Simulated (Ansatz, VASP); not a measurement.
**Two plane-wave programs on Zn2CdTe3**

Contents of INCAR:

```
PREC = Accurate
ENCUT = 600
EDIFF = 1E-6
ISMEAR = 0
SIGMA = 0.1
LREAL = False
LASPH = True
NELM = 60
ALGO = Normal
ISIF = 3
LWAVE = False
LCHARG = False
GGA = PE
IBRION = 2
NSW = 90
EDIFFG = -0.04
```

File KPOINTS:

```
regular mesh
0
Gamma
  4 4 4
```

File POSCAR:

```
Zn2CdTe3
1.0
    5.4200122637      0.0000000000      0.0000000000
    0.0000000000      5.4200122637      0.0000000000
    0.0000000000      0.0000000000      7.4685274571
Zn Cd Te
2 1 3
Direct
    0.5000000000      0.0000000000      0.1466970583
    0.0000000000      0.5000000000      0.1466970583
    0.0000000000      0.0000000000      0.6622426268
    0.0000000000      0.0000000000      0.2734347340
    0.5000000000      0.0000000000      0.7994872063
    0.0000000000      0.5000000000      0.7994872063
```

Input for Ansatz:

```yaml
crystal:
  lattice:
    - [5.4200122637, 0.0, 0.0]
    - [0.0, 5.4200122637, 0.0]
    - [0.0, 0.0, 7.4685274571]
  atoms:
    - { symbol: Zn, position: [0.5, 0.0, 0.1466970583] }
    - { symbol: Zn, position: [0.0, 0.5, 0.1466970583] }
    - { symbol: Cd, position: [0.0, 0.0, 0.6622426268] }
    - { symbol: Te, position: [0.0, 0.0, 0.273434734] }
    - { symbol: Te, position: [0.5, 0.0, 0.7994872063] }
    - { symbol: Te, position: [0.0, 0.5, 0.7994872063] }
basis:
  ecutwfc: 420
kpoints:
  mp_grid: { grid: [4, 4, 4] }
hamiltonian:
  xc: pbe
scf:
  occupations: { method: gaussian, width: 0.1 }
  lower_state_search: "off"
output:
  forces: true
  stress: true
  eigenvalues: true
relax:
  adjacent_minimum: "off"
  f_tol: 0.04
  max_steps: 70
  cell: { stress_tol: 0.4 }
```

Alike in both runs: task relaxation of cell and atoms; functional PBE; k mesh 4 × 4 × 4; occupations gaussian, width 0.1 eV; no spin polarisation.

|  | VASP | Ansatz |
| --- | --- | --- |
| version | VASP 6.6.1 | Ansatz 0.2.0 |
| potentials or method | VASP PAW PBE potentials, release 64 (Zn, Cd, Te), cutoff 600 eV | scalar-relativistic, plane waves, PAW |
| valence electrons in the cell | 54 | 92 |

Ansatz gave:

```
gap on the k mesh at the Fermi level, each at its own relaxed structure (eV) : none
relaxed volume (Å³/atom)                                                     : 36.57
relaxed length of the cell vector where the two differ most in proportion (Å)              : 7.469
```

Task: Estimate VASP's values.

Result: gap on the k mesh at the Fermi level, each at its own relaxed structure (eV): none; relaxed volume (Å³/atom): 36.59; relaxed length of the cell vector where the two differ most in proportion (Å): 7.485.

A gap of «none» marks a metal or a gap that the smearing closes. VASP's potentials hold 54 valence electrons a cell and Ansatz's 92, so a difference there can come from the potentials and not from the codes.

Neither program's run includes spin-orbit coupling.
